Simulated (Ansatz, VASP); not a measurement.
Two plane-wave programs on Re

Contents of INCAR:

```
ALGO = Fast
EDIFF = 1E-6
ENCUT = 520
GGA = PE
ISIF = 2
ISMEAR = 0
LASPH = True
LCHARG = False
LREAL = False
LWAVE = False
NBANDS = 22
NELM = 100
PREC = Accurate
SIGMA = 0.1
```

Contents of KPOINTS:

```
k-points
0
Gamma
  15 15 4
```

File POSCAR:

```
Re
1.0
    2.7663873939      0.0000000000      0.0000000000
   -1.3831936969      2.3957617598      0.0000000000
    0.0000000000      0.0000000000      8.9388451600
Re
4
Direct
    0.0000000000      0.0000000000      0.0000000000
    0.3333333300      0.6666666700      0.2919517279
    0.0000000000      0.0000000000      0.5000000000
    0.6666666700      0.3333333300      0.7500000000
```

Input for Ansatz:

```yaml
crystal:
  lattice:
    - [2.7663873939, 0.0, 0.0]
    - [-1.3831936969, 2.3957617598, 0.0]
    - [0.0, 0.0, 8.93884516]
  atoms:
    - { symbol: Re, position: [0.0, 0.0, 0.0] }
    - { symbol: Re, position: [0.33333333, 0.66666667, 0.2919517279] }
    - { symbol: Re, position: [0.0, 0.0, 0.5] }
    - { symbol: Re, position: [0.66666667, 0.33333333, 0.75] }
basis:
  ecutwfc: 420
kpoints:
  mp_grid: { grid: [15, 15, 4] }
hamiltonian:
  xc: pbe
scf:
  occupations: { method: gaussian, width: 0.1 }
output:
  forces: true
  stress: true
  eigenvalues: true
```

Change from the starting cell: one atom moved.

Alike in both runs: task single point; functional PBE; k mesh 15 × 15 × 4; occupations gaussian, width 0.1 eV; no spin polarisation.

|  | VASP | Ansatz |
| --- | --- | --- |
| version | VASP 6.6.1 | Ansatz 0.2.0 |
| potentials or method | VASP PAW PBE potentials, release 64 (Re), cutoff 520 eV | scalar-relativistic, plane waves, PAW |
| valence electrons in the cell | 28 | 60 |

Ansatz gave:

```
gap on the k mesh at the Fermi level (eV)                     : none
pressure (GPa)                                                : 16.8
traceless stress, the component that is largest in VASP (GPa) : 6.35
rms of the force components (eV/Å)                            : 2.463
```

Problem. What did VASP give for the same quantities?

Solution. gap on the k mesh at the Fermi level (eV): none; pressure (GPa): 16.4; traceless stress, the component that is largest in VASP (GPa): 6.03; rms of the force components (eV/Å): 2.413.

Atom by atom the forces differ by 0.060 eV/Å (rms over components). A gap of «none» marks a metal or a gap that the smearing closes. VASP's potentials hold 28 valence electrons a cell and Ansatz's 60, so a difference there can come from the potentials and not from the codes.

Neither program's run includes spin-orbit coupling.
